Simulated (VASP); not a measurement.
Wanted: the native input for a VASP 6.6.1 run.

```yaml
Task: single point
Functional: PBE
Potentials_or_basis: VASP PAW PBE potentials, release 64 (B, As)
Cutoff: 500 eV
k_mesh: 6 × 6 × 6
Occupations: gaussian, width 0.1 eV
Spin: no spin polarisation
Dipole_correction: no
Further_INCAR_settings: ALGO = Normal; EDIFF = 1e-06; NBANDS = 11
```

The structure of BAs (t.b) lies in POSCAR:

```
BAs
1.0
    0.0000000000      2.3850000000      2.3850000000
    2.3850000000      0.0000000000      2.3850000000
    2.3850000000      2.3850000000      0.0000000000
B As
1 1
Direct
    0.0000000000      0.0000000000      0.0000000000
    0.2500000000      0.2500000000      0.2500000000
```

The input as run:

INCAR

```
PREC = Accurate
ENCUT = 500
EDIFF = 1E-6
ISMEAR = 0
SIGMA = 0.1
LREAL = False
LASPH = True
NELM = 120
ALGO = Normal
ISIF = 2
LWAVE = False
LCHARG = False
GGA = PE
NBANDS = 11
GGA_COMPAT = False
```

KPOINTS

```
Automatic mesh
0
Gamma
  6 6 6
```

Potentials or basis: VASP PAW PBE potentials, release 64 (B, As).

Command:

```bash
$ cat potpaw_PBE.64/B/POTCAR potpaw_PBE.64/As/POTCAR > POTCAR
$ mpirun -np 1 vasp_std > vasp.out
```

It gave:

```
Pressure               : 4.1 GPa
Band gap on the k mesh : 1.27 eV, indirect (least direct gap 3.28 eV)
```

It took 3.6 s on 1 thread of Intel(R) Xeon(R) 6975P-C (Granite Rapids), on a shared host, peak memory 0.15 GiB.
